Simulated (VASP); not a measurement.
# BN (P1) in VASP: notebook, part 2 of 2

VASP 6.6.1. The steps go on from the part before.

## Step 3: Single point, PBEsol

This run uses another cell than the first one, of 8.08 Å³/atom, 1.021 times its volume.

The input, INCAR:

```
  ALGO = Normal
  EDIFF = 1E-6
  ENCUT = 520
  GGA = PS
  ISIF = 2
  ISMEAR = -1
  LASPH = T
  LCHARG = T
  LELF = T
  LREAL = F
  LVHAR = T
  LWAVE = F
  NBANDS = 11
  NELM = 60
  PREC = Accurate
  SIGMA = 0.05
```

The input, KPOINTS:

```
k-points
0
Gamma
  13 13 9
```

The input, POSCAR:

```
BN
1.0
    2.4912079273      0.0000000000      0.0000000000
   -1.2383433262      2.1616250238      0.0000000000
   -0.6264323005     -1.0808125118      3.0022538854
N B
1 1
Direct
    0.6685060000      0.3323850000      0.9849990000
    0.9796430000      0.9834990000      0.0018060000
```

Potentials or basis: VASP PAW PBE potentials, release 64 (N, B).

Command:

```sh
$ cat potpaw_PBE.64/N/POTCAR potpaw_PBE.64/B/POTCAR > POTCAR
$ mpirun -np 1 vasp_std > vasp.out
```

OUTCAR:

```text
EDIFF = 1E-6
   ENCUT = 520
   GGA = PS
   ISIF = 2
   ISMEAR = -1
   LASPH = T
   LREAL = F
   NELM = 60
   PREC = Accurate

 ion  position               nearest neighbor table
   1  0.669  0.332  0.985-   2 1.39   2 1.43   2 1.51
   2  0.980  0.983  0.002-   1 1.39   1 1.43   1 1.51

  LATTYP: Found a face centered orthorhombic cell.
 ALAT       =     2.4984580149
 B/A-ratio  =     1.7253460764
 C/A-ratio  =     2.4032854405

  Lattice vectors:

 A1 = (  -1.8647756267,   1.0808125120,   3.0022538854)
 A2 = (   0.6264323006,   1.0808125120,   3.0022538854)
 A3 = (  -1.2383433262,   2.1616250238,   0.0000000000)

Analysis of symmetry for initial positions (statically):
=====================================================================
 Subroutine PRICEL returns:
 Original cell was already a primitive cell.

 Routine SETGRP: Setting up the symmetry group for a
 face centered orthorhombic supercell.

 Subroutine GETGRP returns: Found  1 space group operations
 (whereof  1 operations were pure point group operations)
 out of a pool of  8 trial point group operations.

[... 184 lines left out ...]

 val. band max:        3.5817858780   @ k =   0.3846   0.3846   0.1111
 cond. band min:       6.2726196223   @ k =  -0.4615  -0.4615   0.4444
 fundamental gap:      2.6908337442
 Fermi energy:         4.4539386570

 k-point     1 :       0.0000    0.0000    0.0000
  band No.  band energies     occupation
      1     -14.8941      2.00000
      2      -0.3820      2.00000
      3       1.0549      2.00000
      4       2.6893      2.00000
      5       8.8428      0.00000
      6      13.7956      0.00000
      7      15.9011      0.00000
      8      16.6058      0.00000
      9      18.6689      0.00000
     10      28.8994      0.00000
     11      30.7996      0.00000
[... 309 lines left out ...]
 k-point    24 :       0.2308    0.1538    0.0000
  band No.  band energies     occupation
      1     -12.6529      2.00000
      2      -3.1605      2.00000
      3      -1.4982      2.00000
      4       0.8694      2.00000
      5      10.4224      0.00000
      6      13.8790      0.00000
      7      15.8342      0.00000
      8      19.4707      0.00000
      9      20.7409      0.00000
     10      24.4194      0.00000
     11      28.3195      0.00000

 [... further k-points ...]
[... 5 lines left out ...]
  --------------------------------------------------------------------------------------
  -------------------------------------------------------------------------------------
  Total        0.1410293      1.5861985      0.5596774     -0.6089656      0.1269956      0.0597143
  in kB       13.9759735    157.1919702     55.4639238    -60.3483809     12.5852406      5.9176761
  external PRESSURE =      75.5439558 kB  Pullay stress =       0.0000000 kB

 VOLUME and BASIS-vectors are now :
 -----------------------------------------------------------------------------
  energy-cutoff  :      520.00
  volume of cell :       16.17
      direct lattice vectors                 reciprocal lattice vectors
     2.491207927  0.000000000  0.000000000     0.401411696  0.229959169  0.166541545
    -1.238343326  2.161625024  0.000000000     0.000000000  0.462614926  0.166541545
    -0.626432300 -1.080812512  3.002253885     0.000000000  0.000000000  0.333083090

 POSITION                                       TOTAL-FORCE (eV/Angst)
 -----------------------------------------------------------------------------------
      0.63675     -0.34611      2.95722        -1.749817     -2.195559      0.569123
      1.22145      2.12400      0.00542         1.749817      2.195559     -0.569123
 -----------------------------------------------------------------------------------
    total drift:                               -0.000305     -0.000211     -0.000386

  FREE ENERGIE OF THE ION-ELECTRON SYSTEM (eV)
  ---------------------------------------------------
  free  energy   TOTEN  =       -18.1275533035 eV

  energy  without entropy=      -18.1275533034  energy(sigma->0) =      -18.12755330
```

OSZICAR:

```text
N       E                     dE             d eps       ncg     rms          rms(c)
DAV:   1     0.119930569708E+02    0.11993E+02   -0.47530E+03 17046   0.695E+02
DAV:   2    -0.191384455175E+02   -0.31132E+02   -0.29983E+02 19750   0.163E+02
DAV:   3    -0.198399421483E+02   -0.70150E+00   -0.70051E+00 20452   0.222E+01
DAV:   4    -0.198416024571E+02   -0.16603E-02   -0.16603E-02 18045   0.119E+00
DAV:   5    -0.198416074458E+02   -0.49887E-05   -0.49887E-05 20268   0.593E-02    0.792E+00
DAV:   6    -0.183206423788E+02    0.15210E+01   -0.48544E+00 19216   0.123E+01    0.369E+00
DAV:   7    -0.181666489157E+02    0.15399E+00   -0.22918E-01 19882   0.359E+00    0.220E+00
DAV:   8    -0.181275229285E+02    0.39126E-01   -0.94173E-02 19928   0.195E+00    0.250E-01
DAV:   9    -0.181274476138E+02    0.75315E-04   -0.22593E-03 18077   0.398E-01    0.130E-01
DAV:  10    -0.181275455419E+02   -0.97928E-04   -0.25418E-04 19074   0.129E-01    0.209E-02
DAV:  11    -0.181275523794E+02   -0.68374E-05   -0.13296E-05 19200   0.276E-02    0.164E-02
DAV:  12    -0.181275533035E+02   -0.92417E-06   -0.31250E-06 18422   0.121E-02
   1 F= -.18127553E+02 E0= -.18127553E+02  d E =-.819086E-10
```

stdout:

```text
POSCAR found type information on POSCAR N B
 POSCAR found :  2 types and       2 ions
 scaLAPACK will be used
 -----------------------------------------------------------------------------
|                                                                             |
|                                                                             |
[... 21 lines left out ...]
|     Results are often still useful ...                                      |
|                                                                             |
 -----------------------------------------------------------------------------

 POSCAR, INCAR and KPOINTS ok, starting setup
 FFT: planning ... GRIDC
 FFT: planning ... GRID_SOFT
 FFT: planning ... GRID
 WAVECAR not read
 entering main loop
```

It took 42 s on 1 thread of Intel Xeon 6975P-C (Granite Rapids), shared host; peak memory 0.23 GiB.

Results:

| Quantity | Value |
| --- | --- |
| Free energy | -18.1276 eV |
| Pressure | 7.6 GPa |
| Largest force | 2.865 eV/Å |
| Band gap on the k mesh | 2.69 eV, indirect (least direct gap 4.51 eV) |

Forces on the atoms (eV/Å):
```
N   -1.750 -2.196  0.569
B    1.750  2.196 -0.569
```

Levels at points of the mesh, in eV from the valence-band top:
| k point | band 1 | band 2 | band 3 | band 4 | band 5 | band 6 | band 7 | band 8 |
| --- | --- | --- | --- | --- | --- | --- | --- | --- |
| (0.00, 0.00, 0.00) | -18.48 | -3.96 | -2.53 | -0.89 | 5.26 | 10.21 | 12.32 | 13.02 |

Caveat: the PAW data sets were made with another functional, which shifts forces and pressure a little. A k mesh can miss the band edges.

## Step 4: Single point, LDA

This run uses another cell than the first one, of 8.25 Å³/atom, 1.042 times its volume.

The input, INCAR:

```
SYSTEM = BN
PREC = Accurate
ENCUT = 520
EDIFF = 1E-6
ISMEAR = -1
SIGMA = 0.05
LREAL = .FALSE.
LASPH = .TRUE.
NELM = 100
ALGO = Normal
ISIF = 2
LWAVE = .FALSE.
LCHARG = .FALSE.
GGA = CA
NBANDS = 11
```

The input, KPOINTS:

```
regular mesh
0
G
  13 13 9
  0 0 0
```

The input, POSCAR:

```
BN
1.0
    2.5080409239      0.0000000000      0.0000000000
   -1.2467107647      2.1762310413      0.0000000000
   -0.6306650796     -1.0881155206      3.0225400000
N B
1 1
Direct
    0.6685060000      0.3323850000      0.9849990000
    0.9796430000      0.9834990000      0.0018060000
```

Potentials or basis: VASP PAW LDA potentials, release 64 (N, B).

Command:

```sh
$ cat potpaw_LDA.64/N/POTCAR potpaw_LDA.64/B/POTCAR > POTCAR
$ mpirun -np 1 vasp_std > vasp.out
```

Wall time 38 s (1 thread of Intel Xeon 6975P-C (Granite Rapids), shared host); peak memory 0.22 GiB.

The run converged. Its results:

```yaml
Free_energy: -19.1547 eV
Pressure: -3.5 GPa
Largest_force: 2.698 eV/Å
Band_gap_on_the_k_mesh: 2.63 eV, indirect (least direct gap 4.39 eV)
```

Forces on the atoms (eV/Å):
```
N   -1.639 -2.053  0.616
B    1.639  2.053 -0.616
```

Stress tensor (GPa, compression positive):
```
-12.63  -4.85   0.53
 -4.85  -1.05   1.17
  0.53   1.17   3.17
```

Levels at points of the mesh, in eV from the valence-band top:
```csv
k point,band 2,band 3,band 4,band 5,band 6,band 7
"(0.00, 0.00, 0.00)",-3.90,-2.57,-0.95,5.16,9.98,12.09
```

Caveat: forces of over 1 eV/Å act on the atoms, so gaps and moduli don't describe the material at rest. A k mesh can miss the band edges.

## Step 5: Single point, PBE

This run uses another cell than the first one, of 8.25 Å³/atom, 1.042 times its volume.

The input, INCAR:

```
PREC = Accurate ; ENCUT = 520
EDIFF = 1E-7 ; ISMEAR = -1
SIGMA = 0.05 ; LREAL = F
LASPH = T ; NELM = 80
ALGO = Normal ; ISIF = 2
LWAVE = F ; LCHARG = T
GGA = PE ; LELF = T
LVHAR = T ; NBANDS = 11
```

The input, KPOINTS:

```
regular mesh
0
Gamma
  13 13 9
```

POSCAR is that of step 4.

Potentials or basis: VASP PAW PBE potentials, release 64 (N, B).

Command:

```sh
$ cat potpaw_PBE.64/N/POTCAR potpaw_PBE.64/B/POTCAR > POTCAR
$ mpirun -np 1 vasp_std > vasp.out
```

OUTCAR:

```text
PREC = Accurate
   ENCUT = 520
   EDIFF = 1E-7
   ISMEAR = -1
   LREAL = F
   LASPH = T
   NELM = 80
   ISIF = 2
   GGA = PE

 ion  position               nearest neighbor table
   1  0.669  0.332  0.985-   2 1.40   2 1.43   2 1.52
   2  0.980  0.983  0.002-   1 1.40   1 1.43   1 1.52

  LATTYP: Found a face centered orthorhombic cell.
 ALAT       =     2.5153400000
 B/A-ratio  =     1.7253460765
 C/A-ratio  =     2.4032854405

[... 543 lines left out ...]

 [... further k-points ...]

------------------------ aborting loop because EDIFF is reached ----------------------------------------

  FORCE on cell =-STRESS in cart. coord.  units (eV):
  Direction    XX          YY          ZZ          XY          YZ          ZX
  --------------------------------------------------------------------------------------
  -------------------------------------------------------------------------------------
  Total       -0.2536917      0.9775182      0.8342783     -0.5162476      0.1212479      0.0564676
  in kB      -24.6379861     94.9344302     81.0232834    -50.1368440     11.7753341      5.4840141
  external PRESSURE =      50.4399092 kB  Pullay stress =       0.0000000 kB

 VOLUME and BASIS-vectors are now :
 -----------------------------------------------------------------------------
  energy-cutoff  :      520.00
  volume of cell :       16.50
      direct lattice vectors                 reciprocal lattice vectors
     2.508040924  0.000000000  0.000000000     0.398717577  0.228415773  0.165423783
    -1.246710765  2.176231041  0.000000000     0.000000000  0.459510034  0.165423783
    -0.630665080 -1.088115521  3.022540000     0.000000000  0.000000000  0.330847565

 POSITION                                       TOTAL-FORCE (eV/Angst)
 -----------------------------------------------------------------------------------
      0.64105     -0.34845      2.97720        -1.655487     -2.079240      0.591286
      1.22971      2.13836      0.00546         1.655487      2.079240     -0.591286
 -----------------------------------------------------------------------------------
    total drift:                               -0.000159      0.000033     -0.000095

  FREE ENERGIE OF THE ION-ELECTRON SYSTEM (eV)
  ---------------------------------------------------
  free  energy   TOTEN  =       -17.4071298307 eV

  energy  without entropy=      -17.4071298306  energy(sigma->0) =      -17.40712983
```

Wall time 48 s (1 thread of Intel Xeon 6975P-C (Granite Rapids), shared host); peak memory 0.23 GiB.

Results:

```
Free energy            : -17.4071 eV
Pressure               : 5.0 GPa
Largest force          : 2.723 eV/Å
Band gap on the k mesh : 2.84 eV, indirect (least direct gap 4.54 eV)
```

Forces in eV/Å, atoms in the order of the input:
```
N   -1.655 -2.079  0.591
B    1.655  2.079 -0.591
```

Caveat: forces of over 1 eV/Å act on the atoms, so gaps and moduli don't describe the material at rest. A k mesh can miss the band edges.

## Step 6: Summary

| level | potentials or basis | cell | gap on the mesh (eV) | pressure (GPa) | largest force (eV/Å) |
| --- | --- | --- | --- | --- | --- |
| LDA | VASP PAW LDA potentials, release 64 (N, B) | a = 2.474, b = 2.474, c = 3.230 Å, angles 101.1, 101.1, 119.8°, 2 atoms | 2.60 | 8.0 | 2.95 |
| PBEsol | VASP PAW PBE potentials, release 64 (N, B) | a = 2.491, b = 2.491, c = 3.252 Å, angles 101.1, 101.1, 119.8°, 2 atoms | 2.69 | 7.6 | 2.86 |
| LDA | VASP PAW LDA potentials, release 64 (N, B) | a = 2.508, b = 2.508, c = 3.274 Å, angles 101.1, 101.1, 119.8°, 2 atoms | 2.63 | -3.5 | 2.70 |
| PBE | VASP PAW PBE potentials, release 64 (N, B) | a = 2.508, b = 2.508, c = 3.274 Å, angles 101.1, 101.1, 119.8°, 2 atoms | 2.84 | 5.0 | 2.72 |

Alike in all rows: task single point; no spin polarisation; k mesh 13 × 13 × 9; cutoff (eV) 520; smearing fermi-dirac 0.05 eV.

Caveats: forces of over 1 eV/Å act on the atoms, so gaps and moduli don't describe the material at rest (some runs); the PAW data sets were made with another functional, which shifts forces and pressure a little (some runs).

Total energies depend on the potentials used, so only differences within one code and one set of settings carry meaning.
